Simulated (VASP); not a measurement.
# C (P6_3/mmc) in VASP: further runs

C is run at these levels: PBEsol; tasks: single point, relaxation of the atoms.

Everything below comes from runs of VASP 6.6.1. Logs are shortened: lines on timing, memory, paths and dates and some standing lists are left out, and cuts for length are marked.

### Step 1. The cell of the first run

Symmetry: P6_3/mmc, No. 194, hexagonal system. Conventional cell: a = 2.474 Å, b = 2.474 Å, c = 4.119 Å, α = 90.00°, β = 90.00°, γ = 120.00°. C (site symmetry 3m) has 4 C at 1.52 to 1.54 Å within 2.0 Å.

### Step 2. Single point, PBEsol (strained cell)

File INCAR:

```
PREC = Accurate
ENCUT = 520
EDIFF = 1E-6
ISMEAR = 0
SIGMA = 0.02
LREAL = F
LASPH = T
NELM = 60
ALGO = Normal
ISIF = 2
LWAVE = F
LCHARG = T
GGA = PS
LELF = T
LVHAR = T
NBANDS = 16
```

File KPOINTS:

```
Automatic mesh
0
Gamma
  9 9 6
```

File POSCAR:

```
C
1.0
    2.4737402479      0.0000000000      0.0000000000
   -1.2368701239      2.1423218970      0.0000000000
    0.0000000000      0.0000000000      4.1189829179
C
4
Direct
    0.3333333333      0.6666666667     -0.0000837943
    0.6666666667      0.3333333333      0.4999162057
    0.3333333333      0.6666666667      0.3740837943
    0.6666666667      0.3333333333      0.8740837943
```

Potentials or basis: VASP PAW PBE potentials, release 64 (C).

Started as:

```console
cat potpaw_PBE.64/C/POTCAR > POTCAR
mpirun -np 1 vasp_std > vasp.out
```

OUTCAR:

```text
PREC = Accurate
   ENCUT = 520
   EDIFF = 1E-6
   ISMEAR = 0
   LREAL = F
   LASPH = T
   NELM = 60
   ISIF = 2
   GGA = PS

 ion  position               nearest neighbor table
   1  0.333  0.667  1.000-   4 1.52   4 1.52   4 1.52   3 1.54
   2  0.667  0.333  0.500-   3 1.52   3 1.52   3 1.52   4 1.54
   3  0.333  0.667  0.374-   2 1.52   2 1.52   2 1.52   1 1.54
   4  0.667  0.333  0.874-   1 1.52   1 1.52   1 1.52   2 1.54

  LATTYP: Found a hexagonal cell.
 ALAT       =     2.4737402479
 C/A-ratio  =     1.6650830342

  Lattice vectors:

 A1 = (   2.4737402479,   0.0000000000,   0.0000000000)
 A2 = (  -1.2368701239,   2.1423218970,   0.0000000000)
 A3 = (   0.0000000000,   0.0000000000,   4.1189829179)

Analysis of symmetry for initial positions (statically):
=====================================================================
 Subroutine PRICEL returns:
 Original cell was already a primitive cell.

 Routine SETGRP: Setting up the symmetry group for a
 hexagonal supercell.

 Subroutine GETGRP returns: Found 24 space group operations
 (whereof  6 operations were pure point group operations)
 out of a pool of 24 trial point group operations.

The static configuration has the point symmetry C_3v.
 The point group associated with its full space group is D_6h.

Analysis of symmetry for dynamics (positions and initial velocities):
=====================================================================
 Subroutine PRICEL returns:
 Original cell was already a primitive cell.

 Routine SETGRP: Setting up the symmetry group for a
 hexagonal supercell.

 Subroutine GETGRP returns: Found 24 space group operations
 (whereof  6 operations were pure point group operations)
 out of a pool of 24 trial point group operations.

The dynamic configuration has the point symmetry C_3v.
 The point group associated with its full space group is D_6h.

 Subroutine INISYM returns: Found 24 space group operations
 (whereof  6 operations are pure point group operations),
 and found     1 'primitive' translations

----------------------------------------------------------------------------------------

                                     Primitive cell

  volume of cell :      21.8287

  direct lattice vectors                    reciprocal lattice vectors
     2.473740248  0.000000000  0.000000000     0.404246162  0.233391630  0.000000000
    -1.236870124  2.142321897  0.000000000     0.000000000  0.466783260  0.000000000
     0.000000000  0.000000000  4.118982918     0.000000000  0.000000000  0.242778380

  length of vectors
     2.473740248  2.473740248  4.118982918     0.466783260  0.466783260  0.242778380

  position of ions in fractional coordinates (direct lattice)
     0.333333333  0.666666667  0.999916206
     0.666666667  0.333333333  0.499916206
     0.333333333  0.666666667  0.374083794
     0.666666667  0.333333333  0.874083794

  ion indices of the primitive-cell ions
   primitive index   ion index
                 1           1
                 2           2
                 3           3
                 4           4

----------------------------------------------------------------------------------------

 KPOINTS: Automatic mesh

Automatic generation of k-mesh.
 Grid dimensions read from file:
 generate k-points for:    9    9    6

 Generating k-lattice:

  Cartesian coordinates                     Fractional coordinates (reciprocal lattice)
     0.044916240  0.025932403  0.000000000     0.111111111  0.000000000  0.000000000
     0.000000000  0.051864807  0.000000000     0.000000000  0.111111111  0.000000000
     0.000000000  0.000000000  0.040463063     0.000000000  0.000000000  0.166666667

  Length of vectors
     0.051864807  0.051864807  0.040463063

  Shift w.r.t. Gamma in fractional coordinates (k-lattice)
     0.000000000  0.000000000  0.000000000

 Subroutine IBZKPT returns following result:
 ===========================================

 Found     48 irreducible k-points:

 Following reciprocal coordinates:
            Coordinates               Weight
  0.000000  0.000000  0.000000      1.000000
  0.111111  0.000000  0.000000      6.000000
  0.222222 -0.000000  0.000000      6.000000
  0.333333 -0.000000  0.000000      6.000000
  0.444444 -0.000000  0.000000      6.000000
  0.111111  0.111111  0.000000      6.000000
[... 16 lines left out ...]
  0.333333  0.222222  0.166667     24.000000
  0.333333  0.333333  0.166667      4.000000
 [... further k-points ...]
   k-points           NKPTS =     48   k-points in BZ     NKDIM =     48   number of bands    NBANDS=     16
   number of dos      NEDOS =    301   number of ions     NIONS =      4
   total plane-waves  NPLWV =  10368
   dimension x,y,z NGX =    18 NGY =   18 NGZ =   32
   dimension x,y,z NGXF=    36 NGYF=   36 NGZF=   64
   ions per type =               4
   NGX,Y,Z   is equivalent  to a cutoff of  12.10, 12.10, 12.92 a.u.
   NGXF,Y,Z  is equivalent  to a cutoff of  24.19, 24.19, 25.83 a.u.
 SYSTEM =  unknown system
   PREC   = accura    normal or accurate (medium, high low for compatibility)
   ISTART =      0    job   : 0-new  1-cont  2-samecut
   ICHARG =      2    charge: 1-file 2-atom 10-const
   ISPIN  =      1    spin polarized calculation?
   LNONCOLLINEAR =      F non collinear calculations
   LSORBIT =      F    spin-orbit coupling
   LASPH  =      T    aspherical Exc in radial PAW
   ENCUT  =  520.0 eV  38.22 Ry    6.18 a.u.   4.60  4.60  7.66*2*pi/ulx,y,z
   NELM   =     60;   NELMIN=  2; NELMDL= -5     # of ELM steps
   EDIFF  = 0.1E-05   stopping-criterion for ELM
   LREAL  =      F    real-space projection
   EDIFFG = 0.1E-04   stopping-criterion for IOM
   NSW    =      0    number of steps for IOM
   IBRION =     -1    ionic relax: 0-MD 1-quasi-New 2-CG
   NFREE  =      0    steps in history (QN), initial steepest desc. (CG)
   ISIF   =      2    stress and relaxation
   ISYM   =      2    0-nonsym 1-usesym 2-fastsym
   POTIM  = 0.5000    time-step for ionic-motion
   TEBEG  =    0.0;   TEEND  =   0.0 temperature during run
   PSTRESS=    0.0 pullay stress
   NELECT =      16.0000    total number of electrons
   NUPDOWN=      -1.0000    fix difference up-down
   EMIN   =  10.00;   EMAX   =-10.00  energy-range for DOS
   EFERMI =   0.00;   METHOD = LEGACY
   ISMEAR =     0;   SIGMA  =   0.02  broadening in eV -4-tet -1-fermi 0-gaus
   EFERMI_NEDOS =   21; number of points for ismear=-14 and -15
   IALGO  =     38    algorithm
   IMIX   =      4    mixing-type and parameters
     AMIX     =   0.40;   BMIX     =  1.00
     AMIX_MAG =   1.60;   BMIX_MAG =  1.00
  volume/ion in A,a.u.               =       5.46        36.83
  Fermi-wavevector in a.u.,A,eV,Ry     =   1.476064  2.789357 29.643901  2.178765
  Thomas-Fermi vector in A             =   2.590637
   LORBIT       =      0    0 simple, 1 ext, 2 COOP (PROOUT), +10 PAW based schemes
   GGA     = PS    functional components
   LHFCALC =     F    Hartree Fock is set to
   AEXX    =    0.0000 exact exchange contribution
   IVDW    =     0    specifies the selected vdW correction
   LEPSILON=     F    determine dielectric tensor
   LRPA    =     F    only Hartree local field effects (RPA)
 non-spin polarized calculation
 Gauss-broadening in eV      SIGMA  =   0.02
  energy-cutoff  :      520.00
  volume of cell :       21.83
 maximum number of plane-waves:       602
   NGX =  9   NGY =  9   NGZ = 15

 number of electron      15.9999994 magnetization

 Free energy of the ion-electron system (eV)
  ---------------------------------------------------
  ext. energy  EPLUGINS =         0.00000000
  ---------------------------------------------------
  free energy    TOTEN  =       -38.36859089 eV

  energy without entropy =      -38.36859089  energy(sigma->0) =      -38.36859089

 E-fermi :  10.8013     XC(G=0): -13.6179

 val. band max:       10.5993088330   @ k =   0.0000   0.0000   0.0000
 cond. band min:      13.5140411001   @ k =   0.3333   0.3333   0.0000
 fundamental gap:      2.9147322671
 Fermi energy:        10.8012785793

 k-point     1 :       0.0000    0.0000    0.0000
  band No.  band energies     occupation
      1     -11.7940      2.00000
      2      -5.9479      2.00000
      3      -3.6689      2.00000
      4       7.3738      2.00000
      5       7.3738      2.00000
      6      10.0434      2.00000
[... 8 lines left out ...]
     15      25.7375      0.00000
     16      28.7881      0.00000

 k-point     2 :       0.1111    0.0000    0.0000
  band No.  band energies     occupation
      1     -11.4782      2.00000
      2      -5.6654      2.00000
      3      -3.3696      2.00000
      4       5.8898      2.00000
      5       6.7458      2.00000
      6       9.3407      2.00000
[... 8 lines left out ...]
     15      26.0635      0.00000
     16      27.0954      0.00000

 k-point     3 :       0.2222   -0.0000    0.0000
  band No.  band energies     occupation
      1     -10.5370      2.00000
      2      -4.8229      2.00000
      3      -2.5094      2.00000
      4       2.7908      2.00000
      5       5.5293      2.00000
      6       6.6934      2.00000
[... 8 lines left out ...]
     15      25.1840      0.00000
     16      26.8280      0.00000

 k-point     4 :       0.3333   -0.0000    0.0000
  band No.  band energies     occupation
      1      -8.9964      2.00000
      2      -3.4388      2.00000
      3      -1.5563      2.00000
      4      -0.1581      2.00000
      5       3.7688      2.00000
      6       4.4843      2.00000
[... 8 lines left out ...]
     15      25.9627      0.00000
     16      27.1887      0.00000
[... 324 lines left out ...]
 k-point    22 :       0.2222    0.2222    0.1667
  band No.  band energies     occupation
      1      -7.9056      2.00000
      2      -3.7237      2.00000
      3      -0.9052      2.00000
      4       1.4165      2.00000
      5       1.6131      2.00000
      6       2.9443      2.00000
[... 8 lines left out ...]
     15      24.5441      0.00000
     16      27.0924      0.00000

 k-point    23 :       0.3333    0.2222    0.1667
  band No.  band energies     occupation
      1      -5.9473      2.00000
      2      -3.1815      2.00000
      3      -1.7655      2.00000
      4       0.4098      2.00000
      5       0.8661      2.00000
      6       2.7458      2.00000
[... 8 lines left out ...]
     15      26.1200      0.00000
     16      27.5531      0.00000

 k-point    24 :       0.3333    0.3333    0.1667
  band No.  band energies     occupation
      1      -4.2031      2.00000
      2      -4.2031      2.00000
      3      -0.9041      2.00000
      4      -0.1644      2.00000
      5      -0.1644      2.00000
      6       2.7383      2.00000
[... 8 lines left out ...]
     15      26.6856      0.00000
     16      26.6856      0.00000

 [... further k-points ...]

------------------------ aborting loop because EDIFF is reached ----------------------------------------

  FORCE on cell =-STRESS in cart. coord.  units (eV):
  Direction    XX          YY          ZZ          XY          YZ          ZX
  --------------------------------------------------------------------------------------
  -------------------------------------------------------------------------------------
  Total        2.1220993      2.1220993      2.1566552      0.0000000     -0.0000000     -0.0000000
  in kB      155.7569645    155.7569644    158.2932863      0.0000000     -0.0000000     -0.0000000
  external PRESSURE =     156.6024051 kB  Pullay stress =       0.0000000 kB

 VOLUME and BASIS-vectors are now :
 -----------------------------------------------------------------------------
  energy-cutoff  :      520.00
  volume of cell :       21.83
      direct lattice vectors                 reciprocal lattice vectors
     2.473740248  0.000000000  0.000000000     0.404246162  0.233391630  0.000000000
    -1.236870124  2.142321897  0.000000000     0.000000000  0.466783260  0.000000000
     0.000000000  0.000000000  4.118982918     0.000000000  0.000000000  0.242778380

 POSITION                                       TOTAL-FORCE (eV/Angst)
 -----------------------------------------------------------------------------------
     -0.00000      1.42821      4.11864         0.000000      0.000000      0.005638
      1.23687      0.71411      2.05915         0.000000      0.000000      0.005638
     -0.00000      1.42821      1.54084        -0.000000     -0.000000     -0.005638
      1.23687      0.71411      3.60034        -0.000000     -0.000000     -0.005638
 -----------------------------------------------------------------------------------
    total drift:                               -0.000000      0.000000     -0.000002

  FREE ENERGIE OF THE ION-ELECTRON SYSTEM (eV)
  ---------------------------------------------------
  free  energy   TOTEN  =       -38.3685908905 eV

  energy  without entropy=      -38.3685908905  energy(sigma->0) =      -38.36859089
```

Wall time 20 s (1 thread of Intel Xeon Platinum 8259CL at 2.50GHz (Skylake/Cascade Lake), shared host); peak memory 0.13 GiB.

Results:

```
Free energy            : -38.3686 eV
Pressure               : 15.7 GPa
Largest force          : 0.006 eV/Å
Band gap on the k mesh : 2.91 eV, indirect (least direct gap 4.96 eV)
```

Forces in eV/Å, atoms in the order of the input:
```
C    0.000  0.000  0.006
C    0.000  0.000  0.006
C    0.000  0.000 -0.006
C    0.000  0.000 -0.006
```

Levels at points of the mesh, in eV from the valence-band top:
```csv
k point,band 5,band 6,band 7,band 8,band 9,band 10,band 11,band 12
"(0.00, 0.00, 0.00)",-3.23,-0.56,0.00,0.00,4.96,4.96,5.38,8.59
"(0.00, 0.00, 0.50)",-1.94,-1.94,-1.94,-1.94,7.33,7.33,7.33,7.33
```

Caveat: the cell differs from its parent crystal (strained cell); the PAW data sets were made with another functional, which shifts forces and pressure a little. A k mesh can miss the band edges.

(Part 1 of 2 ends here.)
